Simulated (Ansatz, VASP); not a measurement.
Given: the input of a run of Ansatz 0.2.0 on Cu.

Contents of input.yaml:

```yaml
crystal:
  lattice:
    - [2.4823658959, 0.0, 0.0]
    - [-1.2411829479, 2.1497919273, 0.0]
    - [0.0, 0.0, 4.0286174227]
  atoms:
    - { symbol: Cu, position: [0.6666666667, 0.3333333333, 0.75] }
    - { symbol: Cu, position: [0.3333333333, 0.6666666667, 0.25] }
kpoints:
  mp_grid: { grid: [12, 12, 7] }
scf:
  occupations: { method: fermi_dirac, width: 0.05 }
hamiltonian:
  xc: pbesol
  pseudopotentials: { kind: all_electron, lapw: { basis_error: 0.0005 } }
output:
  forces: true
  stress: true
  eigenvalues: true
```

Potentials or basis: all-electron LAPW, scalar-relativistic.

Run with:

```sh
$ ansatz run input.yaml --threads 1 --pin off --max-ram 3072MiB --backend cpu --events-out ev --progress --plain --runs-dir out
```

Question: Translate it to VASP 6.6.1. Potentials there: VASP PAW PBE potentials, release 64 (Cu).

Answer: As run (the cutoff follows the program's own potentials):

Contents of INCAR:

```
  PREC = Accurate
  ENCUT = 520
  EDIFF = 1E-7
  ISMEAR = -1
  SIGMA = 0.05
  LREAL = F
  LASPH = T
  NELM = 100
  ALGO = Normal
  ISIF = 2
  LWAVE = F
  LCHARG = T
  GGA = PS
  LELF = T
  LVHAR = T
  NBANDS = 18
```

The input KPOINTS:

```
Automatic mesh
0
Gamma
  12 12 7
```

File POSCAR:

```
Cu
1.0
    2.4823658959      0.0000000000      0.0000000000
   -1.2411829479      2.1497919273      0.0000000000
    0.0000000000      0.0000000000      4.0286174227
Cu
2
Direct
    0.6666666667      0.3333333333      0.7500000000
    0.3333333333      0.6666666667      0.2500000000
```

Potentials or basis: VASP PAW PBE potentials, release 64 (Cu).

Command:

```console
$ cat potpaw_PBE.64/Cu/POTCAR > POTCAR
$ mpirun -np 1 vasp_std > vasp.out
```

Both were run:

|  | VASP | Ansatz | Ansatz less VASP |
| --- | --- | --- | --- |
| gap on the k mesh at the Fermi level (eV) | none | none | - |
| pressure (GPa) | 10.8 | 10.0 | -0.76 |
| traceless stress, the component that is largest in VASP (GPa) | 0.48 | 0.55 | +0.069 |

VASP's potentials were made for PBE, not for PBEsol. A gap of «none» marks a metal or a gap that the smearing closes. Ansatz ran all-electron here, and VASP with PAW potentials.
